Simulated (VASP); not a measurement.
Crystal: Zn.

```xyz
2
Lattice="2.6700 0.0000 0.0000 -1.3350 2.3123 0.0000 0.0000 0.0000 4.9660" Properties=species:S:1:pos:R:3 pbc="T T T"
Zn    0.0000    1.5415    1.2415
Zn    1.3350    0.7708    3.7245
```

Base run:

```yaml
Program: VASP 6.6.1
Functional: PBE
Potentials_or_basis: VASP PAW PBE potentials, release 64 (Zn)
Cutoff: 520 eV
k_mesh: 18 × 18 × 8
Occupations: gaussian, width 0.1 eV
Spin: no spin polarisation
```

Its results: band gap on the k mesh zero (band 12 reaches 4.68 eV, above the bottom of band 13 at -0.01 eV); pressure -0.5 GPa.

**Question.** The run is repeated on the same cell with these changes: k mesh from 18 × 18 × 8 to 6 × 6 × 4. What comes out?

**Answer.** Band gap on the k mesh zero (band 12 reaches 4.02 eV, above the bottom of band 13 at -0.00 eV); pressure 0.9 GPa.

Caveats: some runs use coarse meshes.
